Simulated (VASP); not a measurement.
# Be16H (a cell with a defect) in VASP: further runs, part 2 of 2

VASP 6.6.1. Earlier steps stand in the parts before.

## Step 5: Single point, PBEsol

Contents of INCAR:

```
PREC = Accurate
ENCUT = 520
EDIFF = 1E-6
ISMEAR = 0
SIGMA = 0.15
LREAL = Auto
LASPH = True
NELM = 60
ALGO = Normal
ISIF = 2
LWAVE = False
LCHARG = True
GGA = PS
LELF = True
LVHAR = True
NBANDS = 30
```

Contents of KPOINTS:

```
Automatic mesh
0
Gamma
  5 5 3
```

Contents of POSCAR:

```
Be16H
1.0
   -2.2900000000     -3.9663960000      0.0000000000
    3.4350000000     -1.9831980000      0.0000000000
    0.0000000000      0.0000000000      7.1768600000
Be H
16 1
Direct
    0.7427999748      0.4946995465      0.0029802727
    0.4996201379      0.3319450119      0.2525009545
    0.7492615055      0.4982564331      0.5002668298
    0.4996208252      0.3319844803      0.7491822329
    0.4996190509      0.0012182319      0.0003477844
    0.2499787530      0.8349313957      0.2492598434
    0.4996194207      0.0012487550      0.4970211207
    0.2564312346      0.8384892365      0.7465415237
    0.2564255499      0.4946837000      0.0029812481
   -0.0003825646      0.3374637342      0.2519019460
    0.2499816676      0.4982506605      0.5002682232
   -0.0003882491      0.3250250100      0.7466950728
   -0.0003895510      0.0082317113      0.0028297891
    0.7492573842      0.8349340349      0.2492595648
   -0.0003833369     -0.0042797210      0.4976360135
    0.7427956341      0.8384852990      0.7465415237
   -0.0003610712      0.6667121243      0.8747446655
```

Potentials or basis: VASP PAW PBE potentials, release 64 (Be, H).

Command:

```sh
> cat potpaw_PBE.64/Be/POTCAR potpaw_PBE.64/H/POTCAR > POTCAR
> mpirun -np 1 vasp_std > vasp.out
```

OUTCAR:

```text
PREC = Accurate
   ENCUT = 520
   EDIFF = 1E-6
   ISMEAR = 0
   LREAL = Auto
   LASPH = True
   NELM = 60
   ISIF = 2
   GGA = PS

 ion  position               nearest neighbor table
   1  0.743  0.495  0.003-   2 2.21  14 2.22   9 2.23  10 2.23   4 2.23   5 2.25  13 2.26  12 2.28
                            16 2.29   5 2.30  13 2.35   9 2.35
   2  0.500  0.332  0.253-   7 2.19   1 2.21   9 2.21  11 2.21   3 2.21   5 2.24  14 2.28   6 2.28
                            10 2.29  10 2.29  14 2.30   6 2.30
   3  0.749  0.498  0.500-  10 2.21   2 2.21  12 2.22   4 2.22  16 2.22  14 2.24   7 2.28  15 2.28
                            11 2.29  11 2.29   7 2.30  15 2.30
   4  0.500  0.332  0.749-  11 2.22   3 2.22   5 2.23   1 2.23   9 2.23   7 2.24  16 2.25   8 2.25
                            12 2.29  12 2.29  16 2.30   8 2.30
   5  0.500  0.001  0.000-  14 2.22   6 2.22   4 2.23  16 2.23   8 2.23   2 2.24   9 2.25   1 2.25
                            13 2.29  13 2.29   1 2.30   9 2.30
   6  0.250  0.835  0.249-  15 2.21   7 2.21  13 2.22   5 2.22   9 2.22  11 2.24   2 2.28  10 2.28
                            14 2.29  14 2.29   2 2.30  10 2.30
   7  0.500  0.001  0.497-   2 2.19  16 2.21   8 2.21  14 2.21   6 2.21   4 2.24  11 2.28   3 2.28
                            15 2.29  15 2.29   3 2.30  11 2.30
   8  0.256  0.838  0.747-   7 2.21  11 2.22  16 2.23  15 2.23   5 2.23   4 2.25  12 2.26  13 2.28
                             9 2.29   4 2.30  12 2.35  16 2.35
[... 986 lines left out ...]

 [bands above 28 left out]

------------------------ aborting loop because EDIFF is reached ----------------------------------------

  FORCE on cell =-STRESS in cart. coord.  units (eV):
  Direction    XX          YY          ZZ          XY          YZ          ZX
  --------------------------------------------------------------------------------------
  -------------------------------------------------------------------------------------
  Total       -0.5469250      0.3347086     -2.3132310      0.7640468      0.0172092     -0.0297520
  in kB       -6.7211305      4.1132153    -28.4271659      9.3893285      0.2114833     -0.3656212
  external PRESSURE =     -10.3450270 kB  Pullay stress =       0.0000000 kB

 VOLUME and BASIS-vectors are now :
 -----------------------------------------------------------------------------
  energy-cutoff  :      520.00
  volume of cell :      130.38
      direct lattice vectors                 reciprocal lattice vectors
    -2.290000000 -3.966396000  0.000000000    -0.109170306 -0.189088533  0.000000000
     3.435000000 -1.983198000  0.000000000     0.218340611 -0.126059022  0.000000000
     0.000000000  0.000000000  7.176860000     0.000000000  0.000000000  0.139336702

 POSITION                                       TOTAL-FORCE (eV/Angst)
 -----------------------------------------------------------------------------------
     -0.00172     -3.92733      0.02139        -0.002014      0.000934      0.001778
     -0.00390     -2.64000      1.81216         0.001522     -0.000652     -0.000900
     -0.00430     -3.96001      3.59035         0.000337     -0.000715      0.000363
     -0.00376     -2.64008      5.37678         0.000773     -0.000376      0.000878
     -1.13994     -1.98410      0.00250        -0.001289      0.000540     -0.000824
      2.29554     -2.64735      1.78890        -0.000148      0.000684     -0.000441
[... 9 lines left out ...]
      1.17919     -4.60910      5.35782         0.002389     -0.001664     -0.001319
      0.00098     -5.28719      6.27792        -0.000527      0.000513     -0.000000
 -----------------------------------------------------------------------------------
    total drift:                                0.000409     -0.000232     -0.000355

  FREE ENERGIE OF THE ION-ELECTRON SYSTEM (eV)
  ---------------------------------------------------
  free  energy   TOTEN  =       -65.5124940622 eV

  energy  without entropy=      -65.4940877774  energy(sigma->0) =      -65.50329092
```

stdout:

```text
POSCAR found type information on POSCAR BeH
 POSCAR found :  2 types and      17 ions
 scaLAPACK will be used
 -----------------------------------------------------------------------------
|                                                                             |
|                                                                             |
|     You enforced a specific xc type in the INCAR file but a different       |
|     I HOPE YOU KNOW WHAT YOU ARE DOING!                                     |
|                                                                             |
 -----------------------------------------------------------------------------

 LDA part: xc-table for (Slater+PW92), standard interpolation
 POSCAR, INCAR and KPOINTS ok, starting setup
 FFT: planning ... GRIDC
 FFT: planning ... GRID_SOFT
 FFT: planning ... GRID
 WAVECAR not read
 entering main loop
```

Wall time 1.9 min (1 thread of Intel Xeon 6975P-C (Granite Rapids), shared host); peak memory 0.27 GiB.

Results:

```yaml
Free_energy: -65.5125 eV
Pressure: -1.0 GPa
Largest_force: 0.005 eV/Å
```

Forces in eV/Å, atoms in the order of the input:
```
Be  -0.002  0.001  0.002
Be   0.002 -0.001 -0.001
Be   0.000 -0.001  0.000
Be   0.001  0.000  0.001
Be  -0.001  0.001 -0.001
Be   0.000  0.001  0.000
Be  -0.001  0.001  0.001
Be   0.002 -0.001 -0.001
Be  -0.002  0.001  0.002
Be   0.000  0.001 -0.002
Be   0.001  0.000  0.000
Be  -0.004  0.003 -0.001
Be   0.003 -0.002  0.001
Be  -0.001  0.000  0.000
Be   0.001 -0.001  0.001
Be   0.002 -0.002 -0.001
H   -0.001  0.001  0.000
```

Caveat: the PAW data sets were made with another functional, which shifts forces and pressure a little.

## Step 6: Single point, PBEsol

Contents of INCAR:

```
SYSTEM = Be16H
PREC = Accurate
ENCUT = 520
EDIFF = 1E-6
ISMEAR = 0
SIGMA = 0.15
LREAL = Auto
LASPH = .True.
NELM = 60
ALGO = Normal
ISIF = 2
LWAVE = .False.
LCHARG = .True.
GGA = PS
LELF = .True.
LVHAR = .True.
NBANDS = 30
```

Contents of KPOINTS:

```
Automatic mesh
0
Gamma
  5 5 3
  0 0 0
```

Contents of POSCAR:

```
Be16H
1.0
   -2.2900000000     -3.9663960000      0.0000000000
    3.4350000000     -1.9831980000      0.0000000000
    0.0000000000      0.0000000000      7.1768600000
Be H
16 1
Direct
    0.7444081095      0.4939550424     -0.0028033151
    0.5010340038      0.3308165557      0.2509292365
    0.7503888669      0.4972481820      0.4998405988
    0.5006841815      0.3317935300      0.7476872894
    0.5009400171      0.0002604481     -0.0001358533
    0.2579816834      0.8379135531      0.2536695714
    0.5007943447      0.0005618775      0.5030716776
    0.2511405456      0.8343559969      0.7508378316
    0.2578052752      0.4933068647     -0.0027996923
    0.0006280482      0.3239817265      0.2534003729
    0.2511164633      0.4973722565      0.4997539314
    0.0006903805      0.3367947515      0.7481980978
    0.0007427820      0.0068963525     -0.0026805595
    0.7443526445      0.8372263627      0.2537290681
    0.0007903497     -0.0053831438      0.5023372338
    0.7502890231      0.8344913720      0.7507591064
    0.0014504072      0.6646583501      1.1248405291
```

Potentials or basis: VASP PAW PBE potentials, release 64 (Be, H).

Command:

```sh
> cat potpaw_PBE.64/Be/POTCAR potpaw_PBE.64/H/POTCAR > POTCAR
> mpirun -np 1 vasp_std > vasp.out
```

OUTCAR:

```text
SYSTEM = Be16H
   PREC = Accurate
   ENCUT = 520
   EDIFF = 1E-6
   ISMEAR = 0
   LREAL = Auto
   LASPH = .True.
   NELM = 60
   ISIF = 2
   GGA = PS

 ion  position               nearest neighbor table
   1  0.744  0.494  0.997-   4 2.21  16 2.23  12 2.23   9 2.23   2 2.23   5 2.25  13 2.26  10 2.28
                            14 2.29   5 2.30  13 2.35   9 2.35
   2  0.501  0.331  0.251-   3 2.22  11 2.22   5 2.23   9 2.23   1 2.23   7 2.23   6 2.25  14 2.25
                            10 2.29  10 2.29  14 2.30   6 2.30
   3  0.750  0.497  0.500-  12 2.21   4 2.21  10 2.22   2 2.22  14 2.22  16 2.24   7 2.28  15 2.28
                            11 2.29  11 2.29  15 2.30   7 2.30
   4  0.501  0.332  0.748-   7 2.19   9 2.20   1 2.21   3 2.21  11 2.21   5 2.24  16 2.28   8 2.28
                            12 2.29  12 2.29   8 2.30  16 2.30
   5  0.501  0.000  1.000-  16 2.22   8 2.22   2 2.23   6 2.23  14 2.23   4 2.24   9 2.25   1 2.25
                            13 2.29  13 2.29   1 2.30   9 2.30
   6  0.258  0.838  0.254-   7 2.20  11 2.22  15 2.23  14 2.23   5 2.23   2 2.25  10 2.26  13 2.29
                             9 2.29   2 2.30  14 2.35  10 2.35
   7  0.501  0.001  0.503-   4 2.19   6 2.20  14 2.21  16 2.21   8 2.21   2 2.23   3 2.28  11 2.28
                            15 2.29  15 2.29  11 2.30   3 2.30
   8  0.251  0.834  0.751-  15 2.21   7 2.21  13 2.22   5 2.22   9 2.23  11 2.24   4 2.28  12 2.28
[... 986 lines left out ...]
 [... further k-points ...]

 [bands above 28 left out]

------------------------ aborting loop because EDIFF is reached ----------------------------------------

  FORCE on cell =-STRESS in cart. coord.  units (eV):
  Direction    XX          YY          ZZ          XY          YZ          ZX
  --------------------------------------------------------------------------------------
  -------------------------------------------------------------------------------------
  Total       -0.5518289      0.3397563     -2.3074568      0.7754673     -0.0150179      0.0272526
  in kB       -6.7813941      4.1752465    -28.3562067      9.5296735     -0.1845539      0.3349061
  external PRESSURE =     -10.3207848 kB  Pullay stress =       0.0000000 kB

 VOLUME and BASIS-vectors are now :
 -----------------------------------------------------------------------------
  energy-cutoff  :      520.00
  volume of cell :      130.38
      direct lattice vectors                 reciprocal lattice vectors
    -2.290000000 -3.966396000  0.000000000    -0.109170306 -0.189088533  0.000000000
     3.435000000 -1.983198000  0.000000000     0.218340611 -0.126059022  0.000000000
     0.000000000  0.000000000  7.176860000     0.000000000  0.000000000  0.139336702

 POSITION                                       TOTAL-FORCE (eV/Angst)
 -----------------------------------------------------------------------------------
     -0.00796     -3.93223      7.15674         0.003385      0.011822     -0.006315
     -0.01101     -2.64337      1.80088         0.007039     -0.003636      0.003081
     -0.01034     -3.96248      3.58729         0.003059     -0.003136      0.000901
     -0.00686     -2.64392      5.36605        -0.014269      0.002595     -0.003730
     -1.14626     -1.98744      7.17588        -0.003267     -0.002146     -0.001901
      2.28745     -2.68501      1.82055        -0.000444      0.009266     -0.006330
[... 9 lines left out ...]
      1.14832     -4.63091      5.38809        -0.010211     -0.001730      0.005128
      2.27978     -1.32390      0.89596         0.006206     -0.001102      0.010041
 -----------------------------------------------------------------------------------
    total drift:                               -0.000660      0.001790      0.000977

  FREE ENERGIE OF THE ION-ELECTRON SYSTEM (eV)
  ---------------------------------------------------
  free  energy   TOTEN  =       -65.5123392683 eV

  energy  without entropy=      -65.4939602630  energy(sigma->0) =      -65.50314977
```

stdout:

```text
POSCAR found type information on POSCAR BeH
 POSCAR found :  2 types and      17 ions
 scaLAPACK will be used
 -----------------------------------------------------------------------------
|                                                                             |
|                                                                             |
|     You enforced a specific xc type in the INCAR file but a different       |
|     I HOPE YOU KNOW WHAT YOU ARE DOING!                                     |
|                                                                             |
 -----------------------------------------------------------------------------

 LDA part: xc-table for (Slater+PW92), standard interpolation
 POSCAR, INCAR and KPOINTS ok, starting setup
 FFT: planning ... GRIDC
 FFT: planning ... GRID_SOFT
 FFT: planning ... GRID
 WAVECAR not read
 entering main loop
```

Wall time 2.1 min (1 thread of Intel Xeon 6975P-C (Granite Rapids), shared host); peak memory 0.27 GiB.

Results:

```
Free energy   : -65.5123 eV
Pressure      : -1.0 GPa
Largest force : 0.016 eV/Å
```

Forces in eV/Å, atoms in the order of the input:
```
Be   0.003  0.012 -0.006
Be   0.007 -0.004  0.003
Be   0.003 -0.003  0.001
Be  -0.014  0.003 -0.004
Be  -0.003 -0.002 -0.002
Be   0.000  0.009 -0.006
Be  -0.003  0.000  0.004
Be  -0.004  0.004  0.002
Be   0.011 -0.003 -0.005
Be  -0.013 -0.001  0.002
Be   0.001 -0.002  0.002
Be  -0.008 -0.001  0.000
Be   0.008 -0.007 -0.004
Be   0.013  0.004 -0.009
Be   0.005 -0.005  0.007
Be  -0.010 -0.002  0.005
H    0.006 -0.001  0.010
```

Caveat: the PAW data sets were made with another functional, which shifts forces and pressure a little.
